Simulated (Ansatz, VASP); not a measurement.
# Two plane-wave programs on ZnS

Contents of INCAR:

```
SYSTEM = ZnS
  PREC = Accurate
  ENCUT = 520
  EDIFF = 1E-7
  ISMEAR = 0
  SIGMA = 0.05
  LREAL = .False.
  LASPH = .True.
  NELM = 100
  ALGO = Normal
  ISIF = 2
  LWAVE = .False.
  LCHARG = .False.
  GGA = PE
  NBANDS = 16
```

The input KPOINTS:

```
Automatic mesh
0
Gamma
  10 10 10
  0 0 0
```

POSCAR

```
ZnS
1.0
    0.0000000000      2.7046500000      2.7046500000
    2.7046500000      0.0000000000      2.7046500000
    2.7046500000      2.7046500000      0.0000000000
Zn S
1 1
Direct
    0.0400248370      0.0400248370      0.0400248370
    0.7500000000      0.7500000000      0.7500000000
```

Input for Ansatz:

```yaml
crystal:
  lattice:
    - [0.0, 2.70465, 2.70465]
    - [2.70465, 0.0, 2.70465]
    - [2.70465, 2.70465, 0.0]
  atoms:
    - { symbol: Zn, position: [0.040024837, 0.040024837, 0.040024837] }
    - { symbol: S, position: [0.75, 0.75, 0.75] }
basis:
  ecutwfc: 420
kpoints:
  mp_grid: { grid: [10, 10, 10] }
hamiltonian:
  xc: pbe
scf:
  occupations: { method: gaussian, width: 0.05 }
output:
  forces: true
  stress: true
  eigenvalues: true
```

Change from the starting cell: all Zn atoms moved -0.375 Å, as atom 1 towards its neighbour atom 2 (S) at 2.342 Å.

Alike in both runs: task single point; functional PBE; k mesh 10 × 10 × 10; occupations gaussian, width 0.05 eV; no spin polarisation.

```csv
,VASP,Ansatz
version,VASP 6.6.1,Ansatz 0.2.0
potentials or method,"VASP PAW PBE potentials, release 64 (Zn, S), cutoff 520 eV","scalar-relativistic, plane waves, PAW"
valence electrons in the cell,18,18
```

```csv
,VASP,Ansatz,Ansatz less VASP
gap on the k mesh at the Fermi level (eV),2.10,2.09,-0.010
least direct gap on the mesh (eV),2.10,2.09,-0.010
pressure (GPa),4.1,3.9,-0.17
"traceless stress, the component that is largest in VASP (GPa)",-2.29,-2.23,+0.065
rms of the force components (eV/Å),0.488,0.484,-0.0049
```

Atom by atom the forces differ by 0.005 eV/Å (rms over components). The functional is the same, so the differences come from potentials, cutoffs and numerics.
